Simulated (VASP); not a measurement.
A run of VASP 6.6.1:

Contents of POSCAR:

```
SiC
1.0
    6.1565700000      0.0000000000      0.0000000000
    0.0000000000      5.3317460000      0.0000000000
    0.0000000000      0.0000000000      5.0437270000
Si C
8 8
Direct
    0.2576220000      0.1628410000      0.4947380000
    0.0019380000      0.6664550000      0.5055940000
    0.7542220000      0.1676410000      0.5002580000
    0.4914750000      0.6654080000      0.5053500000
    0.0049460000      0.3197080000      0.9907500000
    0.4927630000      0.3410800000      0.0012740000
    0.2481460000      0.8206530000      0.0039020000
    0.7501370000      0.8234490000      0.9994930000
    0.9997940000      0.3289360000      0.3878780000
    0.5041950000      0.3335030000      0.3734770000
    0.2490250000      0.8544260000      0.3897580000
    0.7411210000      0.8454560000      0.3920020000
    0.2462980000      0.1592650000      0.8833550000
    0.0052700000      0.6679670000      0.8747750000
    0.7463550000      0.1700140000      0.8868990000
    0.4974710000      0.6589800000      0.8745400000
```

The input INCAR.step1:

```
PREC     = Accurate       # precision mode
ENCUT    = 520            # plane-wave cutoff, eV
ISMEAR   = -1             # smearing method
SIGMA    = 0.05           # smearing width, eV
LREAL    = Auto         
LASPH    = True           # aspherical terms in the spheres
NELM     = 100            # most SCF steps
NBANDS   = 46             # bands
GGA      = PE             # functional
ALGO     = Normal         # electronic algorithm
EDIFF    = 1E-4           # SCF threshold, eV
LWAVE    = True           # write WAVECAR
LCHARG   = False          # write CHGCAR
```

Contents of INCAR.step2:

```
PREC     = Accurate       # precision mode
ENCUT    = 520            # plane-wave cutoff, eV
EDIFF    = 1E-6           # SCF threshold, eV
ISMEAR   = -1             # smearing method
SIGMA    = 0.05           # smearing width, eV
LREAL    = Auto         
LASPH    = True           # aspherical terms in the spheres
NELM     = 100            # most SCF steps
ALGO     = Normal         # electronic algorithm
ISIF     = 2              # what is computed and relaxed
LWAVE    = False          # write WAVECAR
LCHARG   = False          # write CHGCAR
METAGGA  = R2SCAN         # meta-GGA
LMIXTAU  = True         
NBANDS   = 46             # bands
ISTART   = 1
```

The input KPOINTS:

```
Automatic mesh
0
Gamma
  2 2 2
  0.5 0.5 0.5
```

Potentials or basis: VASP PAW PBE potentials, release 64 (Si, C).

Launch:

```console
$ cat potpaw_PBE.64/Si/POTCAR potpaw_PBE.64/C/POTCAR > POTCAR
$ cp INCAR.step1 INCAR
$ mpirun -np 1 vasp_std > vasp.out
$ cp INCAR.step2 INCAR
$ mpirun -np 1 vasp_std > vasp.out
```

Hardware: 1 thread of AMD EPYC 7R43 64-Core Processor (Zen 3), on a shared host.

Q: How long does it take, and how much memory?

A: Wall time 2.1 min on 1 thread of AMD EPYC 7R43 64-Core Processor (Zen 3), on a shared host, peak memory 0.24 GiB. Counts: k points 4.
